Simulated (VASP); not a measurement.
Input of a VASP 6.6.1 run:

Contents of INCAR:

```
ALGO = Normal
EDIFF = 1E-7
ENCUT = 520
GGA = CA
ISIF = 2
ISMEAR = 0
LASPH = T
LCHARG = F
LREAL = F
LWAVE = F
NBANDS = 26
NELM = 60
PREC = Accurate
SIGMA = 0.01
```

File KPOINTS:

```
k-points
0
Gamma
  8 8 4
```

The input POSCAR:

```
ZnO
1.0
    3.1039907030      0.0000000000      0.0000000000
   -1.5519953515      2.6881348019      0.0000000000
    0.0000000000      0.0000000000      5.0232608455
Zn O
2 2
Direct
    0.3333333333      0.6666666667      0.5005219484
    0.6666666667      0.3333333333      0.0005219484
    0.6666666667      0.3333333333      0.3784880516
    0.3333333333      0.6666666667      0.8784880516
```

Potentials or basis: VASP PAW LDA potentials, release 64 (Zn, O).

Launch:

```console
$ cat potpaw_LDA.64/Zn/POTCAR potpaw_LDA.64/O/POTCAR > POTCAR
$ mpirun -np 1 vasp_std > vasp.out
```

(1) What does it give for the band gap on the k mesh?

(2) What does it give for the pressure?

Results:

(1) 0.93 eV, direct.

(2) 16.9 GPa.
